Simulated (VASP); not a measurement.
**Cs: single point with BLYP**

Crystal: Cs.

```xyz
2
Lattice="0.0000 6.1936 6.1936 6.1936 0.0000 6.1936 6.1936 6.1936 0.0000" Properties=species:S:1:pos:R:3 pbc="T T T"
Cs    1.5484    1.5484    1.5484
Cs   10.8388   10.8388   10.8388
```

This cell differs from its parent crystal: volume scaled by 1.08.

```
Program             : VASP 6.6.1
Task                : single point
Functional          : BLYP
Potentials or basis : VASP PAW PBE potentials, release 64 (Cs_sv)
Cutoff              : 520 eV
k mesh              : 5 × 5 × 5
Occupations         : fermi-dirac, width 0.1 eV
Spin                : no spin polarisation
```

* Pressure: 0.0 GPa
* Band gap on the k mesh: 0.17 eV, direct

Levels at points of the mesh, in eV from the valence-band top:
| k point | band 6 | band 7 | band 8 | band 9 | band 10 | band 11 | band 12 | band 13 |
| --- | --- | --- | --- | --- | --- | --- | --- | --- |
| (0.00, 0.00, 0.00) | -10.95 | -10.95 | -10.95 | -0.90 | 1.42 | 1.42 | 1.42 | 1.50 |

Run time: 5.7 min on 1 thread of Intel(R) Xeon(R) Platinum 8488C (Sapphire Rapids) (shared host), peak memory 0.67 GiB.

Caveat: the PAW data sets were made with another functional, which shifts forces and pressure a little; spin-orbit coupling is left out, which moves the levels of the heavy elements. A k mesh can miss the band edges.
